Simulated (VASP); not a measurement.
Wanted: the native input for a VASP 6.6.1 run.

* Task: single point
* Functional: PBEsol
* Potentials or basis: VASP PAW PBE potentials, release 64 (Mg, O)
* Cutoff: 520 eV
* k mesh: 10 × 10 × 10
* Occupations: gaussian, width 0.01 eV
* Spin: no spin polarisation
* Dipole correction: no
* Further INCAR settings: ALGO = Normal; EDIFF = 1e-06; NBANDS = 11

The structure of MgO lies in POSCAR:

```
MgO
1.0
    0.0000000000      2.0677629334      2.0677629334
    2.0677629334      0.0000000000      2.0677629334
    2.0677629334      2.0677629334      0.0000000000
Mg O
1 1
Direct
    0.0000000000      0.0000000000      0.0000000000
    0.5000000000      0.5000000000      0.5000000000
```

The input as run:

INCAR

```
SYSTEM = MgO
PREC     = Accurate       ! precision mode
ENCUT    = 520            ! plane-wave cutoff, eV
EDIFF    = 1E-6           ! SCF threshold, eV
ISMEAR   = 0              ! smearing method
SIGMA    = 0.01           ! smearing width, eV
LREAL    = .False.        ! projectors in reciprocal space
LASPH    = .True.         ! aspherical terms in the spheres
NELM     = 100            ! most SCF steps
ALGO     = Normal         ! electronic algorithm
ISIF     = 2              ! what is computed and relaxed
LWAVE    = .False.        ! write WAVECAR
LCHARG   = .False.        ! write CHGCAR
GGA      = PS             ! functional
NBANDS   = 11             ! bands
```

KPOINTS

```
regular mesh
0
Gamma
  10 10 10
  0 0 0
```

Potentials or basis: VASP PAW PBE potentials, release 64 (Mg, O).

Command:

```bash
$ cat potpaw_PBE.64/Mg/POTCAR potpaw_PBE.64/O/POTCAR > POTCAR
$ mpirun -np 1 vasp_std > vasp.out
```

Results of the run:

```
Pressure               : 9.6 GPa
Band gap on the k mesh : 5.18 eV, direct
```

Caveat: the PAW data sets were made with another functional, which shifts forces and pressure a little.

Wall time 12 s on 1 thread of Intel Xeon 8259CL, with other jobs on the host, peak memory 0.14 GiB.
